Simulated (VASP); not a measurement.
Wanted: the native input for a VASP 6.6.1 run.

```
Task                   : single point
Functional             : PBE
Potentials or basis    : VASP PAW PBE potentials, release 64 (Cr_pv)
Cutoff                 : 520 eV
k mesh                 : 24 × 24 × 24
Occupations            : gaussian, width 0.15 eV
Spin                   : no spin polarisation
Dipole correction      : no
Further INCAR settings : ALGO = Fast; EDIFF = 1e-06; NBANDS = 12
```

The structure of Cr lies in POSCAR:

```
Cr
1.0
   -1.4996280000      1.4996280000      1.4996280000
    1.4996280000     -1.4996280000      1.4996280000
    1.4996280000      1.4996280000     -1.4996280000
Cr
1
Direct
    0.0000000000      0.0000000000      0.0000000000
```

This cell differs from its parent crystal: strain +0.040 along x and y, +0.040 along z.

One way to write it, as run:

INCAR

```
  ALGO = Fast
  EDIFF = 1E-6
  ENCUT = 520
  GGA = PE
  ISIF = 2
  ISMEAR = 0
  LASPH = True
  LCHARG = False
  LREAL = False
  LWAVE = False
  NBANDS = 12
  NELM = 100
  PREC = Accurate
  SIGMA = 0.15
```

KPOINTS

```
k-points
0
Gamma
  24 24 24
```

Potentials or basis: VASP PAW PBE potentials, release 64 (Cr_pv).

Run with:

```bash
$ cat potpaw_PBE.64/Cr_pv/POTCAR > POTCAR
$ mpirun -np 1 vasp_std > vasp.out
```

It gave:

```
Pressure               : -28.8 GPa
Band gap on the k mesh : zero (band 6 reaches 10.86 eV, above the bottom of band 7 at 8.16 eV)
```

Caveat: the cell differs from its parent crystal (strain +0.040 along x and y, +0.040 along z); the run has no spin polarisation, though such a crystal can be magnetic.

Wall time 22 s on 1 thread of Intel(R) Xeon(R) 6975P-C (Granite Rapids), with other jobs on the host, peak memory 0.17 GiB.
